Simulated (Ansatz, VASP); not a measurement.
# Two plane-wave programs on ZnS

INCAR

```
PREC = Accurate
ENCUT = 500
EDIFF = 1E-6
ISMEAR = 0
SIGMA = 0.05
LREAL = False
LASPH = True
NELM = 120
ALGO = Normal
ISIF = 2
LWAVE = False
LCHARG = True
GGA = PS
LELF = True
LVHAR = True
NBANDS = 16
GGA_COMPAT = False
```

KPOINTS

```
Automatic mesh
0
Gamma
  10 10 10
```

File POSCAR:

```
ZnS
1.0
    0.0000000000      2.7256520950      2.7256520950
    2.7256520950      0.0000000000      2.7256520950
    2.7256520950      2.7256520950      0.0000000000
Zn S
1 1
Direct
    0.0000000000      0.0000000000      0.0000000000
    0.7500000000      0.7500000000      0.7500000000
```

Input for Ansatz:

```yaml
crystal:
  lattice:
    - [0.0, 2.725652095, 2.725652095]
    - [2.725652095, 0.0, 2.725652095]
    - [2.725652095, 2.725652095, 0.0]
  atoms:
    - { symbol: Zn, position: [0.0, 0.0, 0.0] }
    - { symbol: S, position: [0.75, 0.75, 0.75] }
basis:
  ecutwfc: 420
  ecutrho_ratio: 4
kpoints:
  mp_grid: { grid: [10, 10, 10] }
hamiltonian:
  xc: pbesol
scf:
  occupations: { method: gaussian, width: 0.05 }
output:
  forces: true
  stress: true
  eigenvalues: true
```

Alike in both runs: task single point; functional PBEsol; k mesh 10 × 10 × 10; occupations gaussian, width 0.05 eV; no spin polarisation.

|  | VASP | Ansatz |
| --- | --- | --- |
| version | VASP 6.6.1 | Ansatz 0.2.0 |
| potentials or method | VASP PAW PBE potentials, release 64 (Zn, S), cutoff 500 eV | scalar-relativistic, plane waves, PAW |
| valence electrons in the cell | 18 | 18 |

VASP gave:

| Item | Value |
| --- | --- |
| gap on the k mesh at the Fermi level (eV) | 1.87 |
| least direct gap on the mesh (eV) | 1.87 |
| pressure (GPa) | -3.5 |

Question: What did Ansatz give for the same quantities?

Answer: gap on the k mesh at the Fermi level (eV): 1.86; least direct gap on the mesh (eV): 1.86; pressure (GPa): -3.7.

VASP's potentials were made for PBE, not for PBEsol.
